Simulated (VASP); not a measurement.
Here is a VASP 6.6.1 calculation.

File POSCAR:

```
Mo
1.0
    2.7765430532      0.0000000000      0.0000000000
   -1.3882715266      2.4045568187      0.0000000000
    0.0000000000      0.0000000000      2.4785252790
Mo
1
Direct
    0.0000000000      0.0000000000      0.5000000000
```

The input INCAR.step1:

```
SYSTEM = Mo
PREC = Accurate ; ENCUT = 520
ISMEAR = 0 ; SIGMA = 0.15
LREAL = .False. ; LASPH = .True.
NELM = 80 ; NBANDS = 13
GGA = PE ; ALGO = Normal
EDIFF = 1E-4 ; LWAVE = .True.
LCHARG = .False.
```

Contents of INCAR.step2:

```
SYSTEM = Mo
PREC = Accurate ; ENCUT = 520
EDIFF = 1E-6 ; ISMEAR = 0
SIGMA = 0.15 ; LREAL = .False.
LASPH = .True. ; NELM = 80
ALGO = Normal ; ISIF = 2
LWAVE = .False. ; LCHARG = .True.
METAGGA = R2SCAN ; LMIXTAU = .True.
LELF = .True. ; LVHAR = .True.
NBANDS = 13 ; ISTART = 1
```

Contents of KPOINTS:

```
regular mesh
0
Gamma
  18 18 18
  0 0 0
```

Potentials or basis: VASP PAW PBE potentials, release 64 (Mo_sv).

Run with:

```console
$ cat potpaw_PBE.64/Mo_sv/POTCAR > POTCAR
$ cp INCAR.step1 INCAR
$ mpirun -np 1 vasp_std > vasp.out
$ cp INCAR.step2 INCAR
$ mpirun -np 1 vasp_std > vasp.out
```

(1) What does it give for the pressure?

(2) Predict the band gap on the k mesh.

## Answers

(1) 1.8 GPa.

(2) zero (bands 7 and 8 overlap by 1.80 eV).

Caveat: the cell differs from its parent crystal (strain +0.015 along x and y, -0.030 along z); the PAW data sets were made with another functional, which shifts forces and pressure a little.
